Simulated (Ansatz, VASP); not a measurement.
# B: VASP beside Ansatz

```
CELL_PARAMETERS angstrom
1.77366 0.00000 0.00000
-0.88683 1.53604 0.00000
0.00000 0.00000 16.13159
ATOMIC_POSITIONS crystal
B 0.00000 0.00000 0.00000
B 0.00000 0.00000 0.50000
B 0.33333 0.66667 0.25000
B 0.66667 0.33333 0.75000
```

Alike in both runs: task single point; functional r2SCAN; k mesh 23 × 23 × 3; occupations fermi-dirac, width 0.1 eV; no spin polarisation.

|  | VASP | Ansatz |
| --- | --- | --- |
| version | VASP 6.6.1 | Ansatz 0.2.0 |
| potentials or method | VASP PAW PBE potentials, release 64 (B), cutoff 520 eV | plane waves (500 eV) with PAW, scalar-relativistic |
| valence electrons in the cell | 12 | 12 |

VASP gave:

- pressure (GPa): -17.1
- traceless stress, the component that is largest in VASP (GPa): 15.57

Task: What did Ansatz give for the same quantities?

Result: Pressure (GPa): -17.1; traceless stress, the component that is largest in VASP (GPa): 15.62.

VASP's potentials were made for PBE, not for r2SCAN. With one functional, cell and mesh, what is left measures potentials, basis and numerics.
